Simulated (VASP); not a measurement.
# CaO (I4/mmm) in VASP: single point with r2SCAN

Aim: the single point of CaO with r2SCAN.

Everything below comes from runs of VASP 6.6.1. Logs are shortened: lines on timing, memory, paths and dates and some standing lists are left out, and cuts for length are marked.

## (1) The cell of the first run

The structure is tetragonal, space group I4/mmm (No. 139). The conventional cell has a = 3.391 Å, b = 3.391 Å, c = 4.689 Å, α = 90.00°, β = 90.00°, γ = 90.00°. Ca (site symmetry 4/mmm) has 6 O at 2.34 to 2.40 Å within 3.1 Å. O (site symmetry 4/mmm) has 6 Ca at 2.34 to 2.40 Å within 3.1 Å.

## (2) Single point, r2SCAN (uniaxial x strain -2.2%)

POSCAR reads:

```
CaO
1.0
    0.0000000000      2.3975501188      2.3975501188
    2.3443245062      0.0000000000      2.3975501188
    2.3443245062      2.3975501188      0.0000000000
Ca O
1 1
Direct
    0.0000000000      0.0000000000      0.0000000000
    0.5000000000      0.5000000000      0.5000000000
```

INCAR.step1 reads:

```
PREC = Accurate
ENCUT = 1480
ISMEAR = 0
SIGMA = 0.01
LREAL = False
LASPH = True
NELM = 120
NBANDS = 15
GGA = PE
ALGO = Normal
EDIFF = 1E-5
LWAVE = True
LCHARG = False
GGA_COMPAT = False
```

INCAR.step2 reads:

```
PREC = Accurate
ENCUT = 1480
EDIFF = 1E-6
ISMEAR = 0
SIGMA = 0.01
LREAL = False
LASPH = True
NELM = 120
ALGO = Normal
ISIF = 2
LWAVE = False
LCHARG = False
METAGGA = R2SCAN
LMIXTAU = True
NBANDS = 15
ISTART = 1
GGA_COMPAT = False
```

KPOINTS reads:

```
Automatic mesh
0
Gamma
  10 10 10
```

Potentials or basis: VASP PAW PBE potentials, release 64 (Ca_sv, O_h).

The run is started by

```sh
> cat potpaw_PBE.64/Ca_sv/POTCAR potpaw_PBE.64/O_h/POTCAR > POTCAR
> cp INCAR.step1 INCAR
> mpirun -np 1 vasp_std > vasp.out
> cp INCAR.step2 INCAR
> mpirun -np 1 vasp_std > vasp.out
```

OUTCAR:

```text
PREC = Accurate
   ENCUT = 1480
   EDIFF = 1E-6
   ISMEAR = 0
   LREAL = False
   LASPH = True
   NELM = 120
   ISIF = 2
   METAGGA = R2SCAN
   ISTART = 1

 ion  position               nearest neighbor table
   1  0.000  0.000  0.000-   2 2.34   2 2.34
   2  0.500  0.500  0.500-   1 2.34   1 2.34

  LATTYP: Found a body centered tetragonal cell.
 ALAT       =     3.3906478945
 C/A-ratio  =     1.3828180213

  Lattice vectors:

 A1 = (  -2.3443245062,   0.0000000000,  -2.3975501188)
 A2 = (  -2.3443245062,   0.0000000000,   2.3975501188)
 A3 = (   2.3443245062,   2.3975501188,   0.0000000000)

Analysis of symmetry for initial positions (statically):
=====================================================================
 Subroutine PRICEL returns:
 Original cell was already a primitive cell.

 Routine SETGRP: Setting up the symmetry group for a
 body centered tetragonal supercell.

 Subroutine GETGRP returns: Found 16 space group operations
 (whereof 16 operations were pure point group operations)
 out of a pool of 16 trial point group operations.

The static configuration has the point symmetry D_4h.

Analysis of symmetry for dynamics (positions and initial velocities):
=====================================================================
 Subroutine PRICEL returns:
 Original cell was already a primitive cell.

 Routine SETGRP: Setting up the symmetry group for a
 body centered tetragonal supercell.

 Subroutine GETGRP returns: Found 16 space group operations
 (whereof 16 operations were pure point group operations)
 out of a pool of 16 trial point group operations.

The dynamic configuration has the point symmetry D_4h.

 Subroutine INISYM returns: Found 16 space group operations
 (whereof 16 operations are pure point group operations),
 and found     1 'primitive' translations

----------------------------------------------------------------------------------------

                                     Primitive cell

  volume of cell :      26.9515

  direct lattice vectors                    reciprocal lattice vectors
     0.000000000  2.397550119  2.397550119    -0.213281053  0.208546214  0.208546214
     2.344324506  0.000000000  2.397550119     0.213281053 -0.208546214  0.208546214
     2.344324506  2.397550119  0.000000000     0.213281053  0.208546214 -0.208546214

  length of vectors
     3.390647894  3.353222922  3.353222922     0.363966831  0.363966831  0.363966831

  position of ions in fractional coordinates (direct lattice)
     0.000000000  0.000000000  0.000000000
     0.500000000  0.500000000  0.500000000

  ion indices of the primitive-cell ions
   primitive index   ion index
                 1           1
                 2           2

----------------------------------------------------------------------------------------

 KPOINTS: Automatic mesh

Automatic generation of k-mesh.
 Grid dimensions read from file:
 generate k-points for:   10   10   10

 Generating k-lattice:

  Cartesian coordinates                     Fractional coordinates (reciprocal lattice)
    -0.021328105  0.020854621  0.020854621     0.100000000  0.000000000  0.000000000
     0.021328105 -0.020854621  0.020854621     0.000000000  0.100000000  0.000000000
     0.021328105  0.020854621 -0.020854621     0.000000000  0.000000000  0.100000000

  Length of vectors
     0.036396683  0.036396683  0.036396683

  Shift w.r.t. Gamma in fractional coordinates (k-lattice)
     0.000000000  0.000000000  0.000000000

 Subroutine IBZKPT returns following result:
 ===========================================

 Found    102 irreducible k-points:

 Following reciprocal coordinates:
            Coordinates               Weight
  0.000000  0.000000  0.000000      1.000000
  0.100000 -0.000000 -0.000000      8.000000
  0.200000 -0.000000 -0.000000      8.000000
  0.300000  0.000000  0.000000      8.000000
  0.400000  0.000000  0.000000      8.000000
  0.500000 -0.000000 -0.000000      4.000000
[... 16 lines left out ...]
  0.300000  0.300000  0.000000      4.000000
  0.400000  0.300000 -0.000000     16.000000
 [... further k-points ...]
   k-points           NKPTS =    102   k-points in BZ     NKDIM =    102   number of bands    NBANDS=     15
   number of dos      NEDOS =    301   number of ions     NIONS =      2
   total plane-waves  NPLWV =  84672
   dimension x,y,z NGX =    48 NGY =   42 NGZ =   42
   dimension x,y,z NGXF=    96 NGYF=   84 NGZF=   84
   ions per type =               1   1
   NGX,Y,Z   is equivalent  to a cutoff of  23.53, 20.82, 20.82 a.u.
   NGXF,Y,Z  is equivalent  to a cutoff of  47.07, 41.65, 41.65 a.u.
 SYSTEM =  unknown system
   PREC   = accura    normal or accurate (medium, high low for compatibility)
   ISTART =      1    job   : 0-new  1-cont  2-samecut
   ICHARG =      0    charge: 1-file 2-atom 10-const
   ISPIN  =      1    spin polarized calculation?
   LNONCOLLINEAR =      F non collinear calculations
   LSORBIT =      F    spin-orbit coupling
   LASPH  =      T    aspherical Exc in radial PAW
   ENCUT  = 1480.0 eV 108.78 Ry   10.43 a.u.  10.64 10.52 10.52*2*pi/ulx,y,z
   NELM   =    120;   NELMIN=  2; NELMDL=  0     # of ELM steps
   EDIFF  = 0.1E-05   stopping-criterion for ELM
   LREAL  =      F    real-space projection
[... 7 lines left out ...]
   TEBEG  =    0.0;   TEEND  =   0.0 temperature during run
   PSTRESS=    0.0 pullay stress
   NELECT =      16.0000    total number of electrons
   NUPDOWN=      -1.0000    fix difference up-down
   EMIN   =  10.00;   EMAX   =-10.00  energy-range for DOS
   EFERMI =   0.00;   METHOD = LEGACY
   ISMEAR =     0;   SIGMA  =   0.01  broadening in eV -4-tet -1-fermi 0-gaus
   EFERMI_NEDOS =   21; number of points for ismear=-14 and -15
   IALGO  =     38    algorithm
   IMIX   =      4    mixing-type and parameters
     AMIX     =   0.40;   BMIX     =  1.00
     AMIX_MAG =   1.60;   BMIX_MAG =  1.00
  volume/ion in A,a.u.               =      13.48        90.94
  Fermi-wavevector in a.u.,A,eV,Ry     =   1.375901  2.600075 25.757230  1.893103
  Thomas-Fermi vector in A             =   2.501194
   LORBIT       =      0    0 simple, 1 ext, 2 COOP (PROOUT), +10 PAW based schemes
   METAGGA = R2SCAN    functional components
   LHFCALC =     F    Hartree Fock is set to
   AEXX    =    0.0000 exact exchange contribution
   IVDW    =     0    specifies the selected vdW correction
   LEPSILON=     F    determine dielectric tensor
   LRPA    =     F    only Hartree local field effects (RPA)
 non-spin polarized calculation
 Gauss-broadening in eV      SIGMA  =   0.01
  energy-cutoff  :     1480.00
  volume of cell :       26.95
 maximum number of plane-waves:      3515
 NGX is ok and might be reduce to    48
   NGX = 21   NGY = 21   NGZ = 21

 number of electron      16.0000000 magnetization

 Free energy of the ion-electron system (eV)
  ---------------------------------------------------
  ext. energy  EPLUGINS =         0.00000000
  ---------------------------------------------------
  free energy    TOTEN  =       -19.45119508 eV

  energy without entropy =      -19.45119508  energy(sigma->0) =      -19.45119508

 E-fermi :   2.5800     XC(G=0): -11.2328

 val. band max:        2.5088847065   @ k =   0.0000   0.0000   0.0000
 cond. band min:       6.5965788430   @ k =   0.0000   0.5000   0.5000
 fundamental gap:      4.0876941365
 Fermi energy:         2.5799750882

 k-point     1 :       0.0000    0.0000    0.0000
  band No.  band energies     occupation
      1     -36.4624      2.00000
      2     -16.3371      2.00000
      3     -16.3371      2.00000
      4     -16.3234      2.00000
      5     -14.0660      2.00000
      6       2.4437      2.00000
      7       2.4437      2.00000
      8       2.5089      2.00000
      9       8.1252      0.00000
     10       9.3484      0.00000
     11       9.3484      0.00000
     12       9.5022      0.00000
     13      10.9381      0.00000
     14      11.1800      0.00000
     15      18.4423      0.00000

 k-point     2 :       0.1000   -0.0000   -0.0000
  band No.  band energies     occupation
      1     -36.4514      2.00000
      2     -16.5235      2.00000
      3     -16.3436      2.00000
      4     -16.3324      2.00000
      5     -13.8694      2.00000
      6       2.1108      2.00000
      7       2.3014      2.00000
      8       2.3430      2.00000
      9       8.5812      0.00000
     10       9.3511      0.00000
     11       9.5362      0.00000
     12       9.6392      0.00000
     13      11.1899      0.00000
     14      11.4415      0.00000
     15      18.8763      0.00000

 k-point     3 :       0.2000   -0.0000   -0.0000
  band No.  band energies     occupation
      1     -36.4225      2.00000
      2     -16.9266      2.00000
      3     -16.3607      2.00000
      4     -16.3430      2.00000
      5     -13.4516      2.00000
      6       1.3408      2.00000
      7       1.9590      2.00000
      8       1.9853      2.00000
      9       9.3361      0.00000
     10       9.7000      0.00000
     11      10.0552      0.00000
     12      10.1152      0.00000
     13      11.8456      0.00000
     14      12.1187      0.00000
     15      19.5593      0.00000

 k-point     4 :       0.3000    0.0000    0.0000
  band No.  band energies     occupation
      1     -36.3866      2.00000
      2     -17.3222      2.00000
      3     -16.3815      2.00000
      4     -16.3557      2.00000
      5     -13.0360      2.00000
      6       0.5519      2.00000
      7       1.5824      2.00000
      8       1.5939      2.00000
      9       9.6037      0.00000
     10      10.7697      0.00000
     11      10.7809      0.00000
     12      10.8766      0.00000
     13      12.6830      0.00000
     14      12.9700      0.00000
     15      19.2231      0.00000
[... 307 lines left out ...]
 k-point    22 :      -0.2000    0.2000    0.0000
  band No.  band energies     occupation
      1     -36.3741      2.00000
      2     -17.2753      2.00000
      3     -16.5282      2.00000
      4     -16.3501      2.00000
      5     -13.0379      2.00000
      6       0.5272      2.00000
      7       1.4172      2.00000
      8       1.8149      2.00000
      9       9.3398      0.00000
     10      10.4905      0.00000
     11      10.5980      0.00000
     12      11.4628      0.00000
     13      13.0736      0.00000
     14      13.5390      0.00000
     15      19.5397      0.00000

 k-point    23 :       0.3000    0.3000    0.0000
  band No.  band energies     occupation
      1     -36.3657      2.00000
      2     -17.0230      2.00000
      3     -16.4926      2.00000
      4     -16.4848      2.00000
      5     -13.4864      2.00000
      6       0.7025      2.00000
      7       2.1201      2.00000
      8       2.1839      2.00000
      9       7.4036      0.00000
     10      10.5425      0.00000
     11      11.8670      0.00000
     12      11.8777      0.00000
     13      11.8804      0.00000
     14      13.8281      0.00000
     15      21.1985      0.00000

 k-point    24 :       0.4000    0.3000   -0.0000
  band No.  band energies     occupation
      1     -36.3435      2.00000
      2     -17.0869      2.00000
      3     -16.5495      2.00000
      4     -16.5114      2.00000
      5     -13.4890      2.00000
      6       0.7662      2.00000
      7       1.9255      2.00000
      8       2.0394      2.00000
      9       7.3766      0.00000
     10      11.0949      0.00000
     11      12.1800      0.00000
     12      12.1945      0.00000
     13      12.3543      0.00000
     14      14.2871      0.00000
     15      19.4948      0.00000

 [... further k-points ...]

------------------------ aborting loop because EDIFF is reached ----------------------------------------

  FORCE on cell =-STRESS in cart. coord.  units (eV):
  Direction    XX          YY          ZZ          XY          YZ          ZX
  --------------------------------------------------------------------------------------
  -------------------------------------------------------------------------------------
  Total        1.2057758      0.3976195      0.3976195      0.0000000      0.0000000      0.0000000
  in kB       71.6793430     23.6371544     23.6371544      0.0000000      0.0000000      0.0000000
  external PRESSURE =      39.6512173 kB  Pullay stress =       0.0000000 kB

 VOLUME and BASIS-vectors are now :
 -----------------------------------------------------------------------------
  energy-cutoff  :     1480.00
  volume of cell :       26.95
      direct lattice vectors                 reciprocal lattice vectors
     0.000000000  2.397550119  2.397550119    -0.213281053  0.208546214  0.208546214
     2.344324506  0.000000000  2.397550119     0.213281053 -0.208546214  0.208546214
     2.344324506  2.397550119  0.000000000     0.213281053  0.208546214 -0.208546214

 POSITION                                       TOTAL-FORCE (eV/Angst)
 -----------------------------------------------------------------------------------
      0.00000      0.00000      0.00000         0.000000      0.000000     -0.000000
      2.34432      2.39755      2.39755        -0.000000     -0.000000      0.000000
 -----------------------------------------------------------------------------------
    total drift:                               -0.000000     -0.000000     -0.000000

  FREE ENERGIE OF THE ION-ELECTRON SYSTEM (eV)
  ---------------------------------------------------
  free  energy   TOTEN  =       -19.4511950784 eV

  energy  without entropy=      -19.4511950784  energy(sigma->0) =      -19.45119508
```

Run time: 11 min. Hardware: 1 thread of Intel Xeon Platinum 8259CL at 2.50GHz (Skylake/Cascade Lake), shared host; peak memory 0.46 GiB.

Results:

| Quantity | Value |
| --- | --- |
| Free energy | -19.4512 eV |
| Pressure | 4.0 GPa |
| Band gap on the k mesh | 4.09 eV (least direct gap 4.53 eV) |

Levels at points of the mesh, in eV from the valence-band top:
```tsv
k point	band 4	band 5	band 6	band 7	band 8	band 9	band 10	band 11	band 12	band 13
(0.00, 0.00, 0.00)	-18.83	-16.57	-0.07	-0.07	0.00	5.62	6.84	6.84	6.99	8.43
(0.50, 0.00, 0.00)	-18.88	-15.15	-2.72	-1.31	-1.30	7.80	9.16	9.19	9.41	11.29
(0.50, 0.50, 0.00)	-19.07	-16.36	-1.37	-0.42	-0.36	4.17	8.92	9.79	10.31	10.48
(0.00, 0.50, 0.50)	-19.11	-16.36	-1.22	-0.45	-0.45	4.09	8.97	9.76	10.41	10.41
```

Caveat: the cell differs from its parent crystal (uniaxial x strain -2.2%); the cell stands under pressure; the PAW data sets were made with another functional, which shifts forces and pressure a little.
